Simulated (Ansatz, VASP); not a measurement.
**Li3H2: VASP beside Ansatz**

```
CELL_PARAMETERS angstrom
0.00000 0.00000 -4.82461
4.68615 -2.80291 0.00000
-4.68615 -2.80291 0.00000
ATOMIC_POSITIONS crystal
Li 0.48744 0.20235 0.20235
Li 0.98744 0.79765 0.79765
Li 0.43320 0.84468 0.46256
Li 0.93320 0.15532 0.53744
Li 0.93320 0.53744 0.15532
Li 0.43320 0.46256 0.84468
H 0.55938 0.18400 0.52142
H 0.05938 0.81600 0.47858
H 0.05938 0.47858 0.81600
H 0.55938 0.52142 0.18400
```

Alike in both runs: task single point; functional PBE; k mesh 4 × 4 × 4; occupations gaussian, width 0.2 eV; no spin polarisation.

|  | VASP | Ansatz |
| --- | --- | --- |
| version | VASP 6.6.1 | Ansatz 0.2.0 |
| potentials or method | VASP PAW PBE potentials, release 64 (Li_sv, H), cutoff 520 eV | scalar-relativistic, plane waves, PAW |
| valence electrons in the cell | 22 | 22 |

|  | VASP | Ansatz | Ansatz less VASP |
| --- | --- | --- | --- |
| gap on the k mesh at the Fermi level (eV) | none | none | - |
| rms of the force components (eV/Å) | 0.008 | 0.008 | -0.0001 |

Atom by atom the forces differ by 0.001 eV/Å (rms over components). A gap of «none» marks a metal or a gap that the smearing closes.

Noted on VASP's run: the cutoff is short for stress, so the pressure is rough.
